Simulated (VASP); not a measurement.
A run of VASP 6.6.1 is set up as follows.

Contents of INCAR:

```
  PREC = Accurate
  ENCUT = 520
  EDIFF = 1E-7
  ISMEAR = -1
  SIGMA = 0.05
  LREAL = F
  LASPH = T
  NELM = 150
  ALGO = Normal
  ISIF = 2
  LWAVE = F
  LCHARG = F
  LMAXMIX = 4
  LDAU = T
  LDAUTYPE = 2
  LDAUL = 2 -1
  LDAUU = 2 0
  LDAUJ = 0 0
  LDAUPRINT = 1
  GGA = PS
  NBANDS = 18
```

KPOINTS

```
regular mesh
0
Gamma
  12 12 12
```

Contents of POSCAR:

```
Si2W
1.0
   -1.6013856850      1.6013856850      3.9023843374
    1.6013856850     -1.6013856850      3.9023843374
    1.6013856850      1.6013856850     -3.9023843374
W Si
1 2
Direct
    0.0000000000      0.0000000000      0.0000000000
    0.6649806163      0.6649806163      0.0000000000
    0.3350193837      0.3350193837      0.0000000000
```

Potentials or basis: VASP PAW PBE potentials, release 64 (W_sv, Si).

Launch:

```bash
$ cat potpaw_PBE.64/W_sv/POTCAR potpaw_PBE.64/Si/POTCAR > POTCAR
$ mpirun -np 1 vasp_std > vasp.out
```

(1) What does it give for the pressure?

(2) Predict the largest force.

## Answers

(1) 2.6 GPa.

(2) 0.095 eV/Å.

Caveat: the PAW data sets were made with another functional, which shifts forces and pressure a little; U without spin polarisation on a metal has little footing; the U is typed as a test and isn't derived for this compound.
